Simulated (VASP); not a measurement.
# Ba3Ti4O12 (a cell with a defect) in VASP: further runs

Runs on Ba3Ti4O12 (a cell with a defect). Level: PBEsol. Tasks: single point, relaxation of the atoms.

Program: VASP 6.6.1. These are calculated values, not measurements. Logs are shortened: lines on timing, memory, paths and dates and some standing lists are left out, and cuts for length are marked.

**1. The cell of the first run**

The cell holds a defect, 19 atoms: a = 8.225 Å, b = 8.225 Å, c = 5.036 Å, α = 90.00°, β = 90.00°, γ = 90.00°.

**2. Single point, PBEsol**

Contents of INCAR:

```
SYSTEM = Ba3Ti4O12
ALGO = Normal ; EDIFF = 1E-6
ENCUT = 520 ; GGA = PS
GGA_COMPAT = .FALSE. ; ISIF = 2
ISMEAR = 0 ; LASPH = .TRUE.
LCHARG = .TRUE. ; LELF = .TRUE.
LREAL = .FALSE. ; LVHAR = .TRUE.
LWAVE = .FALSE. ; NBANDS = 90
NELM = 120 ; PREC = Accurate
SIGMA = 0.02
```

Contents of KPOINTS:

```
k-points
0
G
  1 1 2
  0 0 0
```

Contents of POSCAR:

```
Ba3Ti4O12
1.0
    8.2249340000      0.0000000000      0.0000000000
    0.0000000000      8.2249340000      0.0000000000
    0.0000000000      0.0000000000      5.0356130000
Ti O Ba
4 12 3
Direct
    0.2245463712      0.2245463712      0.5000000000
    0.2245463712      0.7754536288      0.5000000000
    0.7754536288      0.2245463712      0.5000000000
    0.7754536288      0.7754536288      0.5000000000
    0.0000000000      0.2828223269      0.5000000000
    0.2828223269      0.0000000000      0.5000000000
    0.0000000000      0.0000000000      0.5000000000
    0.0000000000      0.7171776731      0.5000000000
    0.2646119944      0.5000000000      0.5000000000
    0.0000000000      0.5000000000      0.5000000000
    0.5000000000      0.2646119944      0.5000000000
    0.7171776731      0.0000000000      0.5000000000
    0.5000000000      0.0000000000      0.5000000000
    0.5000000000      0.7353880056      0.5000000000
    0.7353880056      0.5000000000      0.5000000000
    0.5000000000      0.5000000000      0.5000000000
    0.0000000000      0.5000000000      0.0000000000
    0.5000000000      0.0000000000      0.0000000000
    0.5000000000      0.5000000000      0.0000000000
```

Potentials or basis: VASP PAW PBE potentials, release 64 (Ti_sv, O, Ba_sv).

On the command line:

```
> cat potpaw_PBE.64/Ti_sv/POTCAR potpaw_PBE.64/O/POTCAR potpaw_PBE.64/Ba_sv/POTCAR > POTCAR
> mpirun -np 1 vasp_std > vasp.out
```

OUTCAR:

```text
SYSTEM = Ba3Ti4O12
   EDIFF = 1E-6
   ENCUT = 520
   GGA = PS
   ISIF = 2
   ISMEAR = 0
   LASPH = .TRUE.
   LREAL = .FALSE.
   NELM = 120
   PREC = Accurate

 ion  position               nearest neighbor table
   1  0.225  0.225  0.500-   5 1.91   6 1.91   9 2.29  11 2.29
   2  0.225  0.775  0.500-   6 1.91   8 1.91   9 2.29  14 2.29
   3  0.775  0.225  0.500-   5 1.91  12 1.91  11 2.29  15 2.29
   4  0.775  0.775  0.500-   8 1.91  12 1.91  14 2.29  15 2.29
   5  0.000  0.283  0.500-  10 1.79   3 1.91   1 1.91  17 3.09  17 3.09
   6  0.283  0.000  0.500-  13 1.79   2 1.91   1 1.91  18 3.09  18 3.09
   7  0.000  0.000  0.500-
   8  0.000  0.717  0.500-  10 1.79   4 1.91   2 1.91  17 3.09  17 3.09
   9  0.265  0.500  0.500-  16 1.94   2 2.29   1 2.29  19 3.18  19 3.18  17 3.33  17 3.33
  10  0.000  0.500  0.500-   5 1.79   8 1.79  17 2.52  17 2.52
  11  0.500  0.265  0.500-  16 1.94   3 2.29   1 2.29  19 3.18  19 3.18  18 3.33  18 3.33
  12  0.717  0.000  0.500-  13 1.79   4 1.91   3 1.91  18 3.09  18 3.09
  13  0.500  0.000  0.500-   6 1.79  12 1.79  18 2.52  18 2.52
  14  0.500  0.735  0.500-  16 1.94   4 2.29   2 2.29  19 3.18  19 3.18  18 3.33  18 3.33
  15  0.735  0.500  0.500-  16 1.94   4 2.29   3 2.29  19 3.18  19 3.18  17 3.33  17 3.33
  16  0.500  0.500  0.500-   9 1.94  11 1.94  14 1.94  15 1.94  19 2.52  19 2.52
  17  0.000  0.500  0.000-  10 2.52  10 2.52   5 3.09   5 3.09   8 3.09   8 3.09  15 3.33   9 3.33
                             9 3.33  15 3.33  19 4.11  19 4.11
  18  0.500  0.000  0.000-  13 2.52  13 2.52   6 3.09   6 3.09  12 3.09  12 3.09  11 3.33  14 3.33
                            11 3.33  14 3.33  19 4.11  19 4.11
  19  0.500  0.500  0.000-  16 2.52  16 2.52  14 3.18  15 3.18   9 3.18   9 3.18  11 3.18  14 3.18
                            15 3.18  11 3.18  18 4.11  17 4.11  18 4.11  17 4.11

  LATTYP: Found a simple tetragonal cell.
 ALAT       =     8.2249340000
 C/A-ratio  =     0.6122374964

  Lattice vectors:

 A1 = (   8.2249340000,   0.0000000000,   0.0000000000)
 A2 = (   0.0000000000,   8.2249340000,   0.0000000000)
 A3 = (   0.0000000000,   0.0000000000,   5.0356130000)

Analysis of symmetry for initial positions (statically):
=====================================================================
 Subroutine PRICEL returns:
 Original cell was already a primitive cell.

 Routine SETGRP: Setting up the symmetry group for a
 simple tetragonal supercell.

 Subroutine GETGRP returns: Found 16 space group operations
 (whereof 16 operations were pure point group operations)
 out of a pool of 16 trial point group operations.

The static configuration has the point symmetry D_4h.

Analysis of symmetry for dynamics (positions and initial velocities):
=====================================================================
 Subroutine PRICEL returns:
 Original cell was already a primitive cell.

 Routine SETGRP: Setting up the symmetry group for a
 simple tetragonal supercell.

 Subroutine GETGRP returns: Found 16 space group operations
 (whereof 16 operations were pure point group operations)
 out of a pool of 16 trial point group operations.

The dynamic configuration has the point symmetry D_4h.

 Subroutine INISYM returns: Found 16 space group operations
 (whereof 16 operations are pure point group operations),
 and found     1 'primitive' translations

----------------------------------------------------------------------------------------

                                     Primitive cell

  volume of cell :     340.6569

  direct lattice vectors                    reciprocal lattice vectors
     8.224934000  0.000000000  0.000000000     0.121581523  0.000000000  0.000000000
     0.000000000  8.224934000  0.000000000     0.000000000  0.121581523  0.000000000
     0.000000000  0.000000000  5.035613000     0.000000000  0.000000000  0.198585555

  length of vectors
     8.224934000  8.224934000  5.035613000     0.121581523  0.121581523  0.198585555

  position of ions in fractional coordinates (direct lattice)
     0.224546371  0.224546371  0.500000000
     0.224546371  0.775453629  0.500000000
     0.775453629  0.224546371  0.500000000
     0.775453629  0.775453629  0.500000000
     0.000000000  0.282822327  0.500000000
     0.282822327  0.000000000  0.500000000
[... 11 lines left out ...]
     0.500000000  0.000000000  0.000000000
     0.500000000  0.500000000  0.000000000

  ion indices of the primitive-cell ions
   primitive index   ion index
                 1           1
                 2           2
                 3           3
                 4           4
                 5           5
                 6           6
[... 11 lines left out ...]
                18          18
                19          19

----------------------------------------------------------------------------------------

 KPOINTS: k-points

Automatic generation of k-mesh.
 Grid dimensions read from file:
 generate k-points for:    1    1    2

 Generating k-lattice:

  Cartesian coordinates                     Fractional coordinates (reciprocal lattice)
     0.121581523  0.000000000  0.000000000     1.000000000  0.000000000  0.000000000
     0.000000000  0.121581523  0.000000000     0.000000000  1.000000000  0.000000000
     0.000000000  0.000000000  0.099292777     0.000000000  0.000000000  0.500000000

  Length of vectors
     0.121581523  0.121581523  0.099292777

  Shift w.r.t. Gamma in fractional coordinates (k-lattice)
     0.000000000  0.000000000  0.000000000

 Subroutine IBZKPT returns following result:
 ===========================================

 Found      2 irreducible k-points:

 Following reciprocal coordinates:
            Coordinates               Weight
  0.000000  0.000000  0.000000      1.000000
  0.000000  0.000000  0.500000      1.000000
   k-points           NKPTS =      2   k-points in BZ     NKDIM =      2   number of bands    NBANDS=     90
   number of dos      NEDOS =    301   number of ions     NIONS =     19
   total plane-waves  NPLWV = 163840
   dimension x,y,z NGX =    64 NGY =   64 NGZ =   40
   dimension x,y,z NGXF=   128 NGYF=  128 NGZF=   80
   ions per type =               4  12   3
   NGX,Y,Z   is equivalent  to a cutoff of  12.94, 12.94, 13.21 a.u.
   NGXF,Y,Z  is equivalent  to a cutoff of  25.87, 25.87, 26.41 a.u.
 SYSTEM =  Ba3Ti4O12
   PREC   = accura    normal or accurate (medium, high low for compatibility)
   ISTART =      0    job   : 0-new  1-cont  2-samecut
   ICHARG =      2    charge: 1-file 2-atom 10-const
   ISPIN  =      1    spin polarized calculation?
   LNONCOLLINEAR =      F non collinear calculations
   LSORBIT =      F    spin-orbit coupling
   LASPH  =      T    aspherical Exc in radial PAW
   ENCUT  =  520.0 eV  38.22 Ry    6.18 a.u.  15.29 15.29  9.36*2*pi/ulx,y,z
   NELM   =    120;   NELMIN=  2; NELMDL= -5     # of ELM steps
   EDIFF  = 0.1E-05   stopping-criterion for ELM
   LREAL  =      F    real-space projection
   EDIFFG = 0.1E-04   stopping-criterion for IOM
   NSW    =      0    number of steps for IOM
   IBRION =     -1    ionic relax: 0-MD 1-quasi-New 2-CG
   NFREE  =      0    steps in history (QN), initial steepest desc. (CG)
   ISIF   =      2    stress and relaxation
   ISYM   =      2    0-nonsym 1-usesym 2-fastsym
   POTIM  = 0.5000    time-step for ionic-motion
   TEBEG  =    0.0;   TEEND  =   0.0 temperature during run
   PSTRESS=    0.0 pullay stress
   NELECT =     150.0000    total number of electrons
   NUPDOWN=      -1.0000    fix difference up-down
   EMIN   =  10.00;   EMAX   =-10.00  energy-range for DOS
   EFERMI =   0.00;   METHOD = LEGACY
   ISMEAR =     0;   SIGMA  =   0.02  broadening in eV -4-tet -1-fermi 0-gaus
   EFERMI_NEDOS =   21; number of points for ismear=-14 and -15
   IALGO  =     38    algorithm
   IMIX   =      4    mixing-type and parameters
     AMIX     =   0.40;   BMIX     =  1.00
     AMIX_MAG =   1.60;   BMIX_MAG =  1.00
  volume/ion in A,a.u.               =      17.93       120.99
  Fermi-wavevector in a.u.,A,eV,Ry     =   1.245469  2.353595 21.105256  1.551193
  Thomas-Fermi vector in A             =   2.379690
   LORBIT       =      0    0 simple, 1 ext, 2 COOP (PROOUT), +10 PAW based schemes
   GGA     = PS    functional components
   LHFCALC =     F    Hartree Fock is set to
   AEXX    =    0.0000 exact exchange contribution
   IVDW    =     0    specifies the selected vdW correction
   LEPSILON=     F    determine dielectric tensor
   LRPA    =     F    only Hartree local field effects (RPA)
 non-spin polarized calculation
 Gauss-broadening in eV      SIGMA  =   0.02
  energy-cutoff  :      520.00
  volume of cell :      340.66
 maximum number of plane-waves:      9178
 NGX is ok and might be reduce to    64
   NGX = 31   NGY = 31   NGZ = 19

 number of electron     150.0000047 magnetization

 Free energy of the ion-electron system (eV)
  ---------------------------------------------------
  ext. energy  EPLUGINS =         0.00000000
  ---------------------------------------------------
  free energy    TOTEN  =      -127.43711794 eV

  energy without entropy =     -127.43711794  energy(sigma->0) =     -127.43711794

 E-fermi :   3.1502     XC(G=0):  -9.4486

 val. band max:        3.0523108689   @ k =   0.0000   0.0000   0.5000
 cond. band min:       3.2786312667   @ k =   0.0000   0.0000   0.0000
 fundamental gap:      0.2263203977
 Fermi energy:         3.1502368110

 k-point     1 :       0.0000    0.0000    0.0000
  band No.  band energies     occupation
      1     -54.9068      2.00000
      2     -54.9049      2.00000
      3     -54.9049      2.00000
      4     -54.9031      2.00000
      5     -31.3530      2.00000
      6     -31.3217      2.00000
[... 79 lines left out ...]
     86       4.7196      0.00000
     87       4.8236      0.00000

 k-point     2 :       0.0000    0.0000    0.5000
  band No.  band energies     occupation
      1     -54.9068      2.00000
      2     -54.9049      2.00000
      3     -54.9049      2.00000
      4     -54.9031      2.00000
      5     -31.3528      2.00000
      6     -31.3216      2.00000
[... 79 lines left out ...]
     86       4.8193      0.00000
     87       4.8196      0.00000
 [bands above 87 left out]

------------------------ aborting loop because EDIFF is reached ----------------------------------------

  FORCE on cell =-STRESS in cart. coord.  units (eV):
  Direction    XX          YY          ZZ          XY          YZ          ZX
  --------------------------------------------------------------------------------------
  -------------------------------------------------------------------------------------
  Total      -15.7944296    -15.7944296    -13.3694001      0.0000000      0.0000000      0.0000000
  in kB      -74.2843522    -74.2843522    -62.8789546      0.0000000      0.0000000      0.0000000
  external PRESSURE =     -70.4825530 kB  Pullay stress =       0.0000000 kB

 VOLUME and BASIS-vectors are now :
 -----------------------------------------------------------------------------
  energy-cutoff  :      520.00
  volume of cell :      340.66
      direct lattice vectors                 reciprocal lattice vectors
     8.224934000  0.000000000  0.000000000     0.121581523  0.000000000  0.000000000
     0.000000000  8.224934000  0.000000000     0.000000000  0.121581523  0.000000000
     0.000000000  0.000000000  5.035613000     0.000000000  0.000000000  0.198585555

 POSITION                                       TOTAL-FORCE (eV/Angst)
 -----------------------------------------------------------------------------------
      1.84688      1.84688      2.51781         0.029201      0.029201     -0.000000
      1.84688      6.37805      2.51781         0.029201     -0.029201     -0.000000
      6.37805      1.84688      2.51781        -0.029201      0.029201      0.000000
      6.37805      6.37805      2.51781        -0.029201     -0.029201     -0.000000
      0.00000      2.32619      2.51781         0.000000      0.030332     -0.000000
      2.32619      0.00000      2.51781         0.030332     -0.000000     -0.000000
[... 11 lines left out ...]
      4.11247      0.00000      0.00000         0.000000      0.000000     -0.000000
      4.11247      4.11247      0.00000         0.000000      0.000000     -0.000000
 -----------------------------------------------------------------------------------
    total drift:                                0.000000      0.000000      0.000000

  FREE ENERGIE OF THE ION-ELECTRON SYSTEM (eV)
  ---------------------------------------------------
  free  energy   TOTEN  =      -127.4371179418 eV

  energy  without entropy=     -127.4371179418  energy(sigma->0) =     -127.43711794
```

Run time: 4.7 min. Hardware: 1 thread of Intel Xeon Platinum 8375C at 2.90GHz (Ice Lake), shared host; peak memory 0.41 GiB.

What came out:

```
Free energy            : -127.4371 eV
Pressure               : -7.0 GPa
Largest force          : 0.041 eV/Å
Band gap on the k mesh : zero (bands 75 and 76 overlap by 0.61 eV)
```

Forces in eV/Å, atoms in the order of the input:
```
Ti   0.029  0.029  0.000
Ti   0.029 -0.029  0.000
Ti  -0.029  0.029  0.000
Ti  -0.029 -0.029  0.000
O    0.000  0.030  0.000
O    0.030  0.000  0.000
O    0.000  0.000  0.000
O    0.000 -0.030  0.000
O   -0.002  0.000  0.000
O    0.000  0.000  0.000
O    0.000 -0.002  0.000
O   -0.030  0.000  0.000
O    0.000  0.000  0.000
O    0.000  0.002  0.000
O    0.002  0.000  0.000
O    0.000  0.000  0.000
Ba   0.000  0.000  0.000
Ba   0.000  0.000  0.000
Ba   0.000  0.000  0.000
```

Caveat: the k points lie up to 0.76 Å⁻¹ apart, too coarse for converged energies and pressures of a metal; the PAW data sets were made with another functional, which shifts forces and pressure a little; spin-orbit coupling is left out, which moves the levels of the heavy elements; semilocal functionals often make such compounds metallic where correlation or magnetic order opens a gap, which also shifts bond lengths.

**3. Relaxation of the atoms, PBEsol**

Contents of INCAR:

```
PREC = Accurate
ENCUT = 520
EDIFF = 1E-7
ISMEAR = 0
SIGMA = 0.02
LREAL = F
LASPH = T
NELM = 120
ALGO = Normal
ISIF = 2
LWAVE = F
LCHARG = F
GGA = PS
IBRION = 2
NSW = 45
EDIFFG = -0.02
GGA_COMPAT = F
NELMIN = 4
```

Contents of KPOINTS:

```
regular mesh
0
Gamma
  1 1 2
```

Contents of POSCAR:

```
Ba3Ti4O12
1.0
    8.2249340000      0.0000000000      0.0000000000
    0.0000000000      8.2249340000      0.0000000000
    0.0000000000      0.0000000000      5.0356130000
Ti O Ba
4 12 3
Direct
    0.2500000000      0.2500000000      0.5000000000
    0.2500000000      0.7500000000      0.5000000000
    0.7500000000      0.2500000000      0.5000000000
    0.7500000000      0.7500000000      0.5000000000
    0.0000000000      0.2500000000      0.5000000000
    0.2500000000      0.0000000000      0.5000000000
    0.0000000000      0.0000000000      0.5000000000
    0.0000000000      0.7500000000      0.5000000000
    0.2500000000      0.5000000000      0.5000000000
    0.0000000000      0.5000000000      0.5000000000
    0.5000000000      0.2500000000      0.5000000000
    0.7500000000      0.0000000000      0.5000000000
    0.5000000000      0.0000000000      0.5000000000
    0.5000000000      0.7500000000      0.5000000000
    0.7500000000      0.5000000000      0.5000000000
    0.5000000000      0.5000000000      0.5000000000
    0.0000000000      0.5000000000      0.0000000000
    0.5000000000      0.0000000000      0.0000000000
    0.5000000000      0.5000000000      0.0000000000
```

Potentials or basis: VASP PAW PBE potentials, release 64 (Ti_sv, O, Ba_sv).

On the command line:

```
> cat potpaw_PBE.64/Ti_sv/POTCAR potpaw_PBE.64/O/POTCAR potpaw_PBE.64/Ba_sv/POTCAR > POTCAR
> mpirun -np 1 vasp_std > vasp.out
```

It took 53 min on 1 thread of Intel Xeon Platinum 8375C at 2.90GHz (Ice Lake), shared host; peak memory 0.47 GiB.

Results (log left out):

```yaml
Free_energy: -127.4374 eV
Energy_gained_by_relaxing: 94.2 meV/atom
Ionic_steps: 17
Pressure_after_relaxing: -7.1 GPa
Largest_force_after_relaxing: 0.012 eV/Å
Band_gap_on_the_k_mesh: zero (bands 75 and 76 overlap by 0.61 eV)
```

Forces in eV/Å, atoms in the order of the input:
```
Ti   0.000  0.000  0.000
Ti   0.000  0.000  0.000
Ti   0.000  0.000  0.000
Ti   0.000  0.000  0.000
O    0.000  0.012  0.000
O    0.012  0.000  0.000
O    0.000  0.000  0.000
O    0.000 -0.012  0.000
O    0.000  0.000  0.000
O    0.000  0.000  0.000
O    0.000  0.000  0.000
O   -0.012  0.000  0.000
O    0.000  0.000  0.000
O    0.000  0.000  0.000
O    0.000  0.000  0.000
O    0.000  0.000  0.000
Ba   0.000  0.000  0.000
Ba   0.000  0.000  0.000
Ba   0.000  0.000  0.000
```

Stress tensor (GPa, compression positive):
```
-7.49  0.00  0.00
 0.00 -7.49  0.00
 0.00  0.00 -6.30
```

The path:
| step | energy change (eV) | largest force (eV/Å) | pressure (GPa) |
| --- | --- | --- | --- |
| 1 | 0.0000 | 1.6597 | -6.98 |
| 2 | -0.4139 | 0.8211 | -6.99 |
| 3 | -0.5019 | 0.4629 | -6.63 |
| 4 | -0.6194 | 0.6929 | -6.58 |
| 5 | -1.0484 | 1.1959 | -6.43 |
| 6 | -1.2224 | 1.3176 | -5.25 |
| 7 | -1.3437 | 1.3055 | -6.05 |
| 8 | -1.3584 | 1.2775 | -5.91 |
| 9 | -1.4034 | 1.1871 | -5.94 |
| 10 | -1.4778 | 0.8372 | -5.97 |
| 11 | -1.5389 | 0.7507 | -6.15 |
| 12 | -1.6773 | 0.5453 | -6.63 |
| 13 | -1.7600 | 0.3622 | -7.29 |
| 14 | -1.7637 | 0.2540 | -7.21 |
| 15 | -1.7729 | 0.2065 | -7.19 |
| 16 | -1.7889 | 0.0623 | -7.13 |
| 17 | -1.7905 | 0.0119 | -7.09 |

Final structure:
```cif
data_structure
_symmetry_space_group_name_H-M 'P 1'
_symmetry_Int_Tables_number 1
_cell_length_a 8.2249
_cell_length_b 8.2249
_cell_length_c 5.0356
_cell_angle_alpha 90.000
_cell_angle_beta 90.000
_cell_angle_gamma 90.000
_cell_volume 340.66
loop_
_atom_site_label
_atom_site_type_symbol
_atom_site_fract_x
_atom_site_fract_y
_atom_site_fract_z
_atom_site_occupancy
Ti1 Ti 0.22480 0.22480 0.50000 1
Ti2 Ti 0.22480 0.77520 0.50000 1
Ti3 Ti 0.77520 0.22480 0.50000 1
Ti4 Ti 0.77520 0.77520 0.50000 1
O1 O 0.00000 0.28291 0.50000 1
O2 O 0.28291 0.00000 0.50000 1
O3 O 0.00000 0.00000 0.50000 1
O4 O 0.00000 0.71709 0.50000 1
O5 O 0.26460 0.50000 0.50000 1
O6 O 0.00000 0.50000 0.50000 1
O7 O 0.50000 0.26460 0.50000 1
O8 O 0.71709 0.00000 0.50000 1
O9 O 0.50000 0.00000 0.50000 1
O10 O 0.50000 0.73540 0.50000 1
O11 O 0.73540 0.50000 0.50000 1
O12 O 0.50000 0.50000 0.50000 1
Ba1 Ba 0.00000 0.50000 0.00000 1
Ba2 Ba 0.50000 0.00000 0.00000 1
Ba3 Ba 0.50000 0.50000 0.00000 1
```

Levels at points of the mesh, in eV from the Fermi level:
| k point | band 72 | band 73 | band 74 | band 75 | band 76 | band 77 | band 78 | band 79 |
| --- | --- | --- | --- | --- | --- | --- | --- | --- |
| (0.00, 0.00, 0.00) | -1.23 | -0.96 | -0.87 | -0.49 | -0.49 | 0.12 | 0.21 | 0.21 |
| (0.00, 0.00, 0.50) | -1.04 | -0.28 | -0.11 | 0.13 | 0.14 | 0.14 | 0.21 | 0.21 |

Caveat: the k points lie up to 0.76 Å⁻¹ apart, too coarse for converged energies and pressures of a metal; the PAW data sets were made with another functional, which shifts forces and pressure a little; spin-orbit coupling is left out, which moves the levels of the heavy elements; semilocal functionals often make such compounds metallic where correlation or magnetic order opens a gap, which also shifts bond lengths.

The gap in the log of VASP goes by the Fermi energy; the results here count the filled bands.